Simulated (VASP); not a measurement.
## Yb: single point with PBE

Yb:

```
Yb
1.0
     0.00000    2.74415    2.17666
     2.74415    0.00000    2.17666
     2.74415    2.74415    0.00000
Yb
1
Direct
  0.00000 0.00000 0.00000
```

This cell differs from its parent crystal: volume 32.782 Å^3 an atom, c/a of the conventional cell 0.7932.

| Quantity | Value |
| --- | --- |
| Program | VASP 6.6.1 |
| Task | single point |
| Functional | PBE |
| Potentials or basis | VASP PAW PBE potentials, release 64 (Yb) |
| Cutoff | 520 eV |
| k mesh | 16 × 16 × 16 |
| Occupations | gaussian, width 0.15 eV |
| Spin | no spin polarisation |
| Dipole correction | no |
| Further INCAR settings | ALGO = Fast; EDIFF = 1e-07; NBANDS = 18 |

```yaml
Pressure: 1.1 GPa
Band_gap_on_the_k_mesh: zero (band 12 reaches 2.10 eV, above the bottom of band 13 at 1.55 eV)
```

Stress tensor (GPa, compression positive):
```
1.32 0.00 0.00
0.00 1.32 0.00
0.00 0.00 0.59
```

Levels at points of the mesh, in eV from the Fermi level:
| k point | band 8 | band 9 | band 10 | band 11 | band 12 | band 13 | band 14 | band 15 | band 16 | band 17 |
| --- | --- | --- | --- | --- | --- | --- | --- | --- | --- | --- |
| (0.00, 0.00, 0.00) | -0.44 | -0.33 | -0.29 | -0.29 | -0.27 | 2.80 | 2.80 | 3.76 | 4.35 | 5.68 |
| (0.50, 0.00, 0.00) | -0.41 | -0.35 | -0.33 | -0.30 | -0.28 | 1.02 | 1.68 | 4.16 | 6.09 | 7.94 |
| (0.50, 0.50, 0.00) | -0.40 | -0.40 | -0.40 | -0.30 | -0.29 | -0.29 | 4.41 | 6.51 | 6.52 | 7.37 |
| (0.50, 0.00, 0.50) | -0.40 | -0.35 | -0.34 | -0.32 | -0.31 | 0.64 | 1.44 | 5.73 | 6.42 | 8.13 |

Run time: 13 min on 1 thread of Intel(R) Xeon(R) Platinum 8488C (Sapphire Rapids) (shared host), peak memory 0.35 GiB.

Caveat: spin-orbit coupling is left out, which moves the levels of the heavy elements. Spin polarisation is off, so any magnetic state and its effect on volume and gap are missing.
